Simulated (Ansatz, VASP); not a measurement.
# Ga2O3 in VASP and in Ansatz

```xyz
10
Lattice="6.2274 -1.5418 0.0115 6.2274 1.5418 0.0115 -1.4027 0.0000 5.7077" Properties=species:S:1:pos:R:3 pbc="T T T"
Ga    0.0051    0.0000    4.5381
Ga   11.0471    0.0000    1.1926
Ga    7.7608    0.0000    1.8085
Ga    3.2913    0.0000    3.9222
O     1.8830    0.0000    0.6271
O     9.1691    0.0000    5.1036
O     1.3718    0.0000    3.2252
O     9.6804    0.0000    2.5055
O     5.8178    0.0000    1.4765
O     5.2343    0.0000    4.2542
```

Alike in both runs: task single point; functional PBE; k mesh 8 × 8 × 4; occupations gaussian, width 0.05 eV; no spin polarisation.

|  | VASP | Ansatz |
| --- | --- | --- |
| version | VASP 6.6.1 | Ansatz 0.2.0 |
| potentials or method | VASP PAW PBE potentials, release 64 (Ga_d, O), cutoff 520 eV | scalar-relativistic, plane waves, PAW |
| valence electrons in the cell | 88 | 88 |

Ansatz gave:

```
gap on the k mesh at the Fermi level (eV)                     : 2.02
least direct gap on the mesh (eV)                             : 2.03
pressure (GPa)                                                : 0.0
traceless stress, the component that is largest in VASP (GPa) : -0.01
rms of the force components (eV/Å)                            : 0.001
```

Which values does VASP return?

gap on the k mesh at the Fermi level (eV): 2.00; least direct gap on the mesh (eV): 2.02; pressure (GPa): 0.6; traceless stress, the component that is largest in VASP (GPa): 0.09; rms of the force components (eV/Å): 0.008.

Atom by atom the forces differ by 0.008 eV/Å (rms over components).
